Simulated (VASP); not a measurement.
# CdF2 (Fm-3m) in VASP: notebook

Runs on CdF2. Level: PBE. Tasks: single point.

Program: VASP 6.6.1. These are calculated values, not measurements. Logs are shortened: lines on timing, memory, paths and dates and some standing lists are left out, and cuts for length are marked.

### Step 1. The cell of the first run

Symmetry: Fm-3m, No. 225, cubic system. The conventional cell has a = 5.427 Å, b = 5.427 Å, c = 5.427 Å, α = 90.00°, β = 90.00°, γ = 90.00°. Cd (site symmetry m-3m) has 8 F at 2.35 Å within 3.1 Å. F (site symmetry -43m) has 4 Cd at 2.35 Å and 6 F at 2.71 Å within 3.1 Å.

### Step 2. Single point, PBE

Input file INCAR:

```
SYSTEM = CdF2
PREC = Accurate ; ENCUT = 520
EDIFF = 1E-6 ; ISMEAR = 0
SIGMA = 0.05 ; LREAL = .FALSE.
LASPH = .TRUE. ; NELM = 60
ALGO = Normal ; ISIF = 2
LWAVE = .FALSE. ; LCHARG = .FALSE.
GGA = PE ; NBANDS = 20
```

Input file KPOINTS:

```
regular mesh
0
G
  6 6 6
  0 0 0
```

Input file POSCAR:

```
CdF2
1.0
    0.0000000000      2.7135553977      2.7135553977
    2.7135553977      0.0000000000      2.7135553977
    2.7135553977      2.7135553977      0.0000000000
Cd F
1 2
Direct
    0.0000000000      0.0000000000      0.0000000000
    0.2500000000      0.2500000000      0.2500000000
    0.7500000000      0.7500000000      0.7500000000
```

Potentials or basis: VASP PAW PBE potentials, release 64 (Cd, F).

Launch:

```
> cat potpaw_PBE.64/Cd/POTCAR potpaw_PBE.64/F/POTCAR > POTCAR
> mpirun -np 1 vasp_std > vasp.out
```

OUTCAR:

```text
SYSTEM = CdF2
   PREC = Accurate
   ENCUT = 520
   EDIFF = 1E-6
   ISMEAR = 0
   LREAL = .FALSE.
   LASPH = .TRUE.
   NELM = 60
   ISIF = 2
   GGA = PE

 ion  position               nearest neighbor table
   1  0.000  0.000  0.000-   3 2.35   3 2.35   3 2.35   2 2.35   2 2.35   2 2.35   3 2.35   2 2.35

   2  0.250  0.250  0.250-   1 2.35   1 2.35   1 2.35   1 2.35
   3  0.750  0.750  0.750-   1 2.35   1 2.35   1 2.35   1 2.35

  LATTYP: Found a face centered cubic cell.
 ALAT       =     5.4271107954

  Lattice vectors:

 A1 = (   0.0000000000,   2.7135553977,   2.7135553977)
 A2 = (   2.7135553977,   0.0000000000,   2.7135553977)
 A3 = (   2.7135553977,   2.7135553977,   0.0000000000)

Analysis of symmetry for initial positions (statically):
=====================================================================
 Subroutine PRICEL returns:
 Original cell was already a primitive cell.

 Routine SETGRP: Setting up the symmetry group for a
 face centered cubic supercell.

 Subroutine GETGRP returns: Found 48 space group operations
 (whereof 48 operations were pure point group operations)
 out of a pool of 48 trial point group operations.

The static configuration has the point symmetry O_h .

Analysis of symmetry for dynamics (positions and initial velocities):
=====================================================================
 Subroutine PRICEL returns:
 Original cell was already a primitive cell.

 Routine SETGRP: Setting up the symmetry group for a
 face centered cubic supercell.

 Subroutine GETGRP returns: Found 48 space group operations
 (whereof 48 operations were pure point group operations)
 out of a pool of 48 trial point group operations.

The dynamic configuration has the point symmetry O_h .

 Subroutine INISYM returns: Found 48 space group operations
 (whereof 48 operations are pure point group operations),
 and found     1 'primitive' translations

----------------------------------------------------------------------------------------

                                     Primitive cell

  volume of cell :      39.9619

  direct lattice vectors                    reciprocal lattice vectors
     0.000000000  2.713555398  2.713555398    -0.184260104  0.184260104  0.184260104
     2.713555398  0.000000000  2.713555398     0.184260104 -0.184260104  0.184260104
     2.713555398  2.713555398  0.000000000     0.184260104  0.184260104 -0.184260104

  length of vectors
     3.837546846  3.837546846  3.837546846     0.319147862  0.319147862  0.319147862

  position of ions in fractional coordinates (direct lattice)
[... 72 lines left out ...]
   EDIFF  = 0.1E-05   stopping-criterion for ELM
   LREAL  =      F    real-space projection
   EDIFFG = 0.1E-04   stopping-criterion for IOM
   NSW    =      0    number of steps for IOM
   IBRION =     -1    ionic relax: 0-MD 1-quasi-New 2-CG
   NFREE  =      0    steps in history (QN), initial steepest desc. (CG)
   ISIF   =      2    stress and relaxation
   ISYM   =      2    0-nonsym 1-usesym 2-fastsym
   POTIM  = 0.5000    time-step for ionic-motion
   TEBEG  =    0.0;   TEEND  =   0.0 temperature during run
   PSTRESS=    0.0 pullay stress
   NELECT =      26.0000    total number of electrons
   NUPDOWN=      -1.0000    fix difference up-down
   EMIN   =  10.00;   EMAX   =-10.00  energy-range for DOS
   EFERMI =   0.00;   METHOD = LEGACY
   ISMEAR =     0;   SIGMA  =   0.05  broadening in eV -4-tet -1-fermi 0-gaus
   EFERMI_NEDOS =   21; number of points for ismear=-14 and -15
   IALGO  =     38    algorithm
   IMIX   =      4    mixing-type and parameters
     AMIX     =   0.40;   BMIX     =  1.00
     AMIX_MAG =   1.60;   BMIX_MAG =  1.00
  volume/ion in A,a.u.               =      13.32        89.89
  Fermi-wavevector in a.u.,A,eV,Ry     =   1.418569  2.680707 27.379536  2.012339
  Thomas-Fermi vector in A             =   2.539681
   LORBIT       =      0    0 simple, 1 ext, 2 COOP (PROOUT), +10 PAW based schemes
   GGA     = PE    functional components
   LHFCALC =     F    Hartree Fock is set to
   AEXX    =    0.0000 exact exchange contribution
   IVDW    =     0    specifies the selected vdW correction
   LEPSILON=     F    determine dielectric tensor
   LRPA    =     F    only Hartree local field effects (RPA)
 non-spin polarized calculation
 Gauss-broadening in eV      SIGMA  =   0.05
  energy-cutoff  :      520.00
  volume of cell :       39.96
 maximum number of plane-waves:      1090
 NGX is ok and might be reduce to    30
   NGX = 15   NGY = 15   NGZ = 15

 number of electron      25.9999981 magnetization

 Free energy of the ion-electron system (eV)
  ---------------------------------------------------
  ext. energy  EPLUGINS =         0.00000000
  ---------------------------------------------------
  free energy    TOTEN  =       -10.88732162 eV

  energy without entropy =      -10.88732162  energy(sigma->0) =      -10.88732162

 E-fermi :  -1.2564     XC(G=0): -10.2946

 val. band max:       -1.4913567214   @ k =  -0.3333   0.5000   0.1667
 cond. band min:       1.5186160399   @ k =   0.0000   0.0000   0.0000
 fundamental gap:      3.0099727613
 Fermi energy:        -1.2564467089

 k-point     1 :       0.0000    0.0000    0.0000
  band No.  band energies     occupation
      1     -22.1589      2.00000
      2     -21.1137      2.00000
      3      -7.0251      2.00000
      4      -7.0251      2.00000
      5      -7.0251      2.00000
      6      -5.9103      2.00000
[... 357 lines left out ...]
     19      18.6145      0.00000
     20      19.0299      0.00000

------------------------ aborting loop because EDIFF is reached ----------------------------------------

  FORCE on cell =-STRESS in cart. coord.  units (eV):
  Direction    XX          YY          ZZ          XY          YZ          ZX
  --------------------------------------------------------------------------------------
  -------------------------------------------------------------------------------------
  Total        0.9123814      0.9123814      0.9123814      0.0000000      0.0000000      0.0000000
  in kB       36.5797665     36.5797665     36.5797665      0.0000000      0.0000000      0.0000000
  external PRESSURE =      36.5797665 kB  Pullay stress =       0.0000000 kB

 VOLUME and BASIS-vectors are now :
 -----------------------------------------------------------------------------
  energy-cutoff  :      520.00
  volume of cell :       39.96
      direct lattice vectors                 reciprocal lattice vectors
     0.000000000  2.713555398  2.713555398    -0.184260104  0.184260104  0.184260104
     2.713555398  0.000000000  2.713555398     0.184260104 -0.184260104  0.184260104
     2.713555398  2.713555398  0.000000000     0.184260104  0.184260104 -0.184260104

 POSITION                                       TOTAL-FORCE (eV/Angst)
 -----------------------------------------------------------------------------------
      0.00000      0.00000      0.00000        -0.000000      0.000000      0.000000
      1.35678      1.35678      1.35678         0.000000      0.000000      0.000000
      4.07033      4.07033      4.07033        -0.000000     -0.000000     -0.000000
 -----------------------------------------------------------------------------------
    total drift:                                0.000000     -0.000000      0.000000

  FREE ENERGIE OF THE ION-ELECTRON SYSTEM (eV)
  ---------------------------------------------------
  free  energy   TOTEN  =       -10.8873216156 eV

  energy  without entropy=      -10.8873216156  energy(sigma->0) =      -10.88732162
```

OSZICAR:

```text
N       E                     dE             d eps       ncg     rms          rms(c)
DAV:   1     0.196617009282E+03    0.19662E+03   -0.15637E+04   664   0.132E+03
DAV:   2    -0.419695153211E+01   -0.20081E+03   -0.19352E+03   704   0.341E+02
DAV:   3    -0.125862397474E+02   -0.83893E+01   -0.83666E+01   720   0.764E+01
DAV:   4    -0.126242595697E+02   -0.38020E-01   -0.38018E-01   712   0.523E+00
DAV:   5    -0.126243988887E+02   -0.13932E-03   -0.13932E-03   704   0.282E-01    0.997E+00
DAV:   6    -0.108575770894E+02    0.17668E+01   -0.40522E+00   800   0.376E+01    0.718E+00
DAV:   7    -0.109041216823E+02   -0.46545E-01   -0.91130E-01   660   0.846E+00    0.412E+00
DAV:   8    -0.108962785901E+02    0.78431E-02   -0.14937E-01   660   0.356E+00    0.725E-01
DAV:   9    -0.108866230011E+02    0.96556E-02   -0.37194E-02   768   0.230E+00    0.910E-02
DAV:  10    -0.108871930146E+02   -0.57001E-03   -0.29837E-03   648   0.606E-01    0.123E-01
DAV:  11    -0.108872978328E+02   -0.10482E-03   -0.15362E-04   688   0.123E-01    0.395E-02
DAV:  12    -0.108873200879E+02   -0.22255E-04   -0.43807E-05   668   0.565E-02    0.186E-02
DAV:  13    -0.108873219145E+02   -0.18266E-05   -0.80454E-06   680   0.230E-02    0.381E-03
DAV:  14    -0.108873216156E+02    0.29887E-06   -0.73185E-07   576   0.105E-02
   1 F= -.10887322E+02 E0= -.10887322E+02  d E =-.406353E-12
```

Run time: 22 s. Hardware: 1 thread of Oxide Virtual Turin-like, shared host; peak memory 0.13 GiB.

What came out:

```
Free energy            : -10.8873 eV
Pressure               : 3.7 GPa
Band gap on the k mesh : 3.01 eV (least direct gap 3.52 eV)
```

Caveat: the cell stands under pressure. A k mesh can miss the band edges.

### Step 3. Single point, PBE (13.59 Å³/atom)

This run uses another cell than the first one, of 13.59 Å³/atom.

Input file INCAR:

```
  ALGO = Normal
  EDIFF = 1E-7
  ENCUT = 520
  GGA = PE
  ISIF = 2
  ISMEAR = 0
  LASPH = True
  LCHARG = True
  LELF = True
  LREAL = False
  LVHAR = True
  LWAVE = False
  NBANDS = 20
  NELM = 60
  PREC = Accurate
  SIGMA = 0.05
```

Input file KPOINTS:

```
k-points
0
Gamma
  6 6 6
```

Input file POSCAR:

```
CdF2
1.0
    0.0000000000      2.7315393575      2.7315393575
    2.7315393575      0.0000000000      2.7315393575
    2.7315393575      2.7315393575      0.0000000000
Cd F
1 2
Direct
    0.0000000000      0.0000000000      0.0000000000
    0.2500000000      0.2500000000      0.2500000000
    0.7500000000      0.7500000000      0.7500000000
```

Potentials or basis: VASP PAW PBE potentials, release 64 (Cd, F).

Launch:

```
> cat potpaw_PBE.64/Cd/POTCAR potpaw_PBE.64/F/POTCAR > POTCAR
> mpirun -np 1 vasp_std > vasp.out
```

Run time: 19 s. Hardware: 1 thread of Oxide Virtual Turin-like, shared host; peak memory 0.14 GiB.

The run converged. Its results:

| Item | Value |
| --- | --- |
| Free energy | -10.9016 eV |
| Pressure | 1.5 GPa |
| Band gap on the k mesh | 2.94 eV (least direct gap 3.47 eV) |

Levels at points of the mesh, in eV from the valence-band top:
| k point | band 11 | band 12 | band 13 | band 14 | band 15 | band 16 |
| --- | --- | --- | --- | --- | --- | --- |
| (0.00, 0.00, 0.00) | -0.53 | -0.53 | -0.53 | 2.94 | 12.52 | 12.52 |
| (0.50, 0.00, 0.00) | -1.67 | -0.40 | -0.40 | 6.88 | 9.04 | 14.15 |
| (0.50, 0.50, 0.00) | -0.40 | -0.07 | -0.07 | 7.68 | 9.44 | 11.85 |
